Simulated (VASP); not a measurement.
A run of VASP 6.6.1 is set up as follows.

The input POSCAR:

```
BN
1.0
    0.0000000000      1.8048254650      1.8048254650
    1.8048254650      0.0000000000      1.8048254650
    1.8048254650      1.8048254650      0.0000000000
B N
1 1
Direct
    0.0000000000      0.0000000000      0.0000000000
    0.2500000000      0.2500000000      0.2500000000
```

File INCAR.step1:

```
PREC = Accurate
ENCUT = 1460
ISMEAR = 0
SIGMA = 0.01
LREAL = F
LASPH = T
NELM = 120
NBANDS = 11
GGA = PE
ALGO = Normal
EDIFF = 1E-5
LWAVE = T
LCHARG = F
GGA_COMPAT = F
```

File INCAR.step2:

```
PREC = Accurate
ENCUT = 1460
EDIFF = 1E-6
ISMEAR = 0
SIGMA = 0.01
LREAL = F
LASPH = T
NELM = 120
ALGO = Normal
ISIF = 2
LWAVE = F
LCHARG = F
METAGGA = R2SCAN
LMIXTAU = T
NBANDS = 11
ISTART = 1
GGA_COMPAT = F
```

Contents of KPOINTS:

```
Automatic mesh
0
Gamma
  12 12 12
```

Potentials or basis: VASP PAW PBE potentials, release 64 (B_h, N_h).

Run with:

```console
$ cat potpaw_PBE.64/B_h/POTCAR potpaw_PBE.64/N_h/POTCAR > POTCAR
$ cp INCAR.step1 INCAR
$ mpirun -np 1 vasp_std > vasp.out
$ cp INCAR.step2 INCAR
$ mpirun -np 1 vasp_std > vasp.out
```

Question: What does it give for the pressure?

Answer: -0.4 GPa.

Question: What does it give for the band gap on the k mesh?

Answer: 5.00 eV (least direct gap 9.57 eV).

Caveat: the PAW data sets were made with another functional, which shifts forces and pressure a little. A k mesh can miss the band edges.
